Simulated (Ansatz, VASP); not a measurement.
## SnO in VASP and in Ansatz

The input INCAR:

```
SYSTEM = SnO
ALGO = Normal ; EDIFF = 1E-6
EDIFFG = -0.04 ; ENCUT = 600
GGA = PE ; IBRION = 2
ISIF = 3 ; ISMEAR = 0
LASPH = .TRUE. ; LCHARG = .FALSE.
LREAL = .FALSE. ; LWAVE = .FALSE.
NELM = 80 ; NSW = 90
PREC = Accurate ; SIGMA = 0.1
```

KPOINTS

```
k-points
0
G
  4 4 4
  0 0 0
```

POSCAR

```
SnO
1.0
    3.8020000500      0.0000000000      0.0000000000
    0.0000000000      3.8020000500      0.0000000000
    0.0000000000      0.0000000000      4.8359999700
Sn O
2 2
Direct
    0.0000000000      0.5000000000      0.2385000000
    0.5000000000      0.0000000000      0.7615000000
    0.0000000000      0.0000000000      0.0000000000
    0.5000000000      0.5000000000      0.0000000000
```

Input for Ansatz:

```yaml
crystal:
  lattice:
    - [3.80200005, 0.0, 0.0]
    - [0.0, 3.80200005, 0.0]
    - [0.0, 0.0, 4.83599997]
  atoms:
    - { symbol: Sn, position: [0.0, 0.5, 0.2385] }
    - { symbol: Sn, position: [0.5, 0.0, 0.7615] }
    - { symbol: O, position: [0.0, 0.0, 0.0] }
    - { symbol: O, position: [0.5, 0.5, 0.0] }
basis:
  ecutwfc: 420
kpoints:
  mp_grid: { grid: [4, 4, 4] }
hamiltonian:
  xc: pbe
scf:
  occupations: { method: gaussian, width: 0.1 }
  lower_state_search: "off"
output:
  forces: true
  stress: true
  eigenvalues: true
relax:
  adjacent_minimum: "off"
  f_tol: 0.04
  max_steps: 70
  cell: { stress_tol: 0.4 }
```

Alike in both runs: task relaxation of cell and atoms; functional PBE; k mesh 4 × 4 × 4; occupations gaussian, width 0.1 eV; no spin polarisation.

|  | VASP | Ansatz |
| --- | --- | --- |
| version | VASP 6.6.1 | Ansatz 0.2.0 |
| potentials or method | VASP PAW PBE potentials, release 64 (Sn_d, O), cutoff 600 eV | scalar-relativistic, plane waves, PAW |
| valence electrons in the cell | 40 | 40 |

```tsv
	VASP	Ansatz	Ansatz less VASP
gap on the k mesh at the Fermi level, each at its own relaxed structure (eV)	0.41	0.48	+0.067
relaxed volume (Å³/atom)	18.72	18.89	+0.168
relaxed cell length with the largest relative difference (Å)	4.979	5.048	+0.0685
```
